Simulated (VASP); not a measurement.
Write the native input for VASP 6.6.1 that does the following.

| Quantity | Value |
| --- | --- |
| Task | single point |
| Functional | r2SCAN |
| Potentials or basis | VASP PAW PBE potentials, release 64 (Te, Mo_sv) |
| Cutoff | 520 eV |
| k mesh | 8 × 8 × 2 |
| Occupations | gaussian, width 0.05 eV |
| Spin | collinear spin |
| Starting moments | [0.0, 0.0, 0.0, 0.0, 2.0, 2.0] μB |
| Dipole correction | no |
| Further INCAR settings | ALGO = Normal; EDIFF = 1e-07; NBANDS = 39 |

Te2Mo:

```
CELL_PARAMETERS angstrom
3.56368 0.00000 0.00000
-1.78184 3.08624 0.00000
0.00000 0.00000 14.71971
ATOMIC_POSITIONS crystal
Te 0.33333 0.66667 0.62844
Te 0.66667 0.33333 0.12844
Te 0.33333 0.66667 0.87156
Te 0.66667 0.33333 0.37156
Mo 0.33333 0.66667 0.25000
Mo 0.66667 0.33333 0.75000
```

These files were run (other wordings do the same):

POSCAR

```
Te2Mo
1.0
    3.5636797614      0.0000000000      0.0000000000
   -1.7818398807      3.0862372043      0.0000000000
    0.0000000000      0.0000000000     14.7197071926
Te Mo
4 2
Direct
    0.3333333333      0.6666666667      0.6284395073
    0.6666666667      0.3333333333      0.1284395073
    0.3333333333      0.6666666667      0.8715604927
    0.6666666667      0.3333333333      0.3715604927
    0.3333333333      0.6666666667      0.2500000000
    0.6666666667      0.3333333333      0.7500000000
```

INCAR.step1

```
SYSTEM = Te2Mo
PREC = Accurate ; ENCUT = 520
ISMEAR = 0 ; SIGMA = 0.05
LREAL = .FALSE. ; LASPH = .TRUE.
NELM = 150 ; ISPIN = 2
MAGMOM = 0 0 0 0 2 2 ; LMAXMIX = 4
NBANDS = 39 ; GGA = PE
ALGO = Normal ; EDIFF = 1E-4
LWAVE = .TRUE. ; LCHARG = .FALSE.
```

INCAR.step2

```
SYSTEM = Te2Mo
PREC = Accurate ; ENCUT = 520
EDIFF = 1E-7 ; ISMEAR = 0
SIGMA = 0.05 ; LREAL = .FALSE.
LASPH = .TRUE. ; NELM = 150
ALGO = Normal ; ISIF = 2
LWAVE = .FALSE. ; LCHARG = .FALSE.
ISPIN = 2 ; MAGMOM = 0 0 0 0 2 2
LORBIT = 11 ; LMAXMIX = 4
METAGGA = R2SCAN ; LMIXTAU = .TRUE.
NBANDS = 39 ; ISTART = 1
```

KPOINTS

```
Automatic mesh
0
G
  8 8 2
  0 0 0
```

Potentials or basis: VASP PAW PBE potentials, release 64 (Te, Mo_sv).

Command:

```sh
$ cat potpaw_PBE.64/Te/POTCAR potpaw_PBE.64/Mo_sv/POTCAR > POTCAR
$ cp INCAR.step1 INCAR
$ mpirun -np 1 vasp_std > vasp.out
$ cp INCAR.step2 INCAR
$ mpirun -np 1 vasp_std > vasp.out
```

Results of the run:

```json
{"Pressure": "0.1 GPa", "Largest force": "0.028 eV/Å", "Band gap on the k mesh": "1.12 eV (least direct gap 1.26 eV)", "Net moment": "0.00 μB per cell", "Valence electrons inside the program's atomic spheres": "Te 3.47; Mo 12.33"}
```

Caveat: the PAW data sets were made with another functional, which shifts forces and pressure a little; spin-orbit coupling is left out, which moves the levels of the heavy elements.

Run time: 11 min on 1 thread of AMD EPYC 9R45 96-Core Processor (Zen 5), on a shared host, peak memory 0.47 GiB.
